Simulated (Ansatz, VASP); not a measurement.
# TePb in VASP and in Ansatz

The input INCAR:

```
SYSTEM = TePb
PREC = Accurate
ENCUT = 600
EDIFF = 1E-7
ISMEAR = -1
SIGMA = 0.05
LREAL = .False.
LASPH = .True.
NELM = 80
ALGO = Normal
ISIF = 3
LWAVE = .False.
LCHARG = .False.
GGA = RE
IVDW = 12
IBRION = 2
NSW = 60
EDIFFG = -0.01
```

The input KPOINTS:

```
Automatic mesh
0
Gamma
  7 7 7
  0 0 0
```

POSCAR

```
TePb
1.0
    4.0022870000      0.0000000000      0.0000000000
    0.0000000000      4.0022870000      0.0000000000
    0.0000000000      0.0000000000      4.0022870000
Pb Te
1 1
Direct
    0.0000000000      0.0000000000      0.0000000000
    0.5000000000      0.5000000000      0.5000000000
```

File input.yaml:

```yaml
crystal:
  lattice:
    - [4.002287, 0.0, 0.0]
    - [0.0, 4.002287, 0.0]
    - [0.0, 0.0, 4.002287]
  atoms:
    - { symbol: Pb, position: [0.0, 0.0, 0.0] }
    - { symbol: Te, position: [0.5, 0.5, 0.5] }
hamiltonian:
  xc: revpbe
  pseudopotentials: { kind: paw }
  dispersion: d3bj
kpoints:
  mp_grid: { grid: [7, 7, 7] }
scf:
  occupations: { method: fermi_dirac, width: 0.05 }
output:
  forces: true
  stress: true
relax:
  f_tol: 0.01
  max_steps: 40
  cell: { stress_tol: 0.05 }
```

Alike in both runs: task relaxation of cell and atoms; functional revPBE; dispersion D3(BJ); k mesh 7 × 7 × 7; occupations fermi-dirac, width 0.05 eV; no spin polarisation.

|  | VASP | Ansatz |
| --- | --- | --- |
| version | VASP 6.6.1 | Ansatz 0.2.0 |
| potentials or method | VASP PAW PBE potentials, release 64 (Pb_d, Te) | Ansatz PAW |
| plane-wave cutoff (eV) | 600 | 420 |
| valence electrons in the cell | 20 | 30 |

Ansatz gave:

```
relaxed volume (Å³/atom)                                     : 29.97
relaxed cell length with the largest relative difference (Å) : 3.914
```

**Question.** Estimate VASP's values.

**Answer.** Relaxed volume (Å³/atom): 29.93; relaxed cell length with the largest relative difference (Å): 3.912.

VASP's potentials were made for PBE, not for revPBE. VASP's potentials hold 20 valence electrons a cell and Ansatz's 30, so a difference there can come from the potentials and not from the codes.

Neither program's run includes spin-orbit coupling. Noted on Ansatz's run: the plane-wave basis is chosen anew once the cell has moved, so the energies of steps on either side of that aren't comparable.
